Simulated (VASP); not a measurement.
# Te: single point with RPBE

Te:

```
Te
1.0
     3.14188    0.00000    0.00000
     0.00000    3.14188    0.00000
     0.00000    0.00000    3.14188
Te
1
Direct
  0.00000 0.00000 0.00000
```

This cell differs from its parent crystal: volume scaled by 0.92.

```yaml
Program: VASP 6.6.1
Task: single point
Functional: RPBE
Potentials_or_basis: VASP PAW PBE potentials, release 64 (Te)
Cutoff: 520 eV
k_mesh: 11 × 11 × 11
Occupations: fermi-dirac, width 0.1 eV
Spin: no spin polarisation
```

```json
{"Pressure": "4.5 GPa", "Band gap on the k mesh": "zero (band 3 reaches 9.96 eV, above the bottom of band 4 at 4.19 eV)"}
```

Levels at points of the mesh, in eV from the Fermi level:
```tsv
k point	band 1	band 2	band 3	band 4	band 5	band 6
(0.00, 0.00, 0.00)	-14.01	1.24	1.24	1.24	5.94	5.94
```

It took 8.7 s on 1 thread of Intel Xeon 8259CL, with other jobs on the host, peak memory 0.14 GiB.

Caveat: the PAW data sets were made with another functional, which shifts forces and pressure a little; spin-orbit coupling is left out, which moves the levels of the heavy elements.
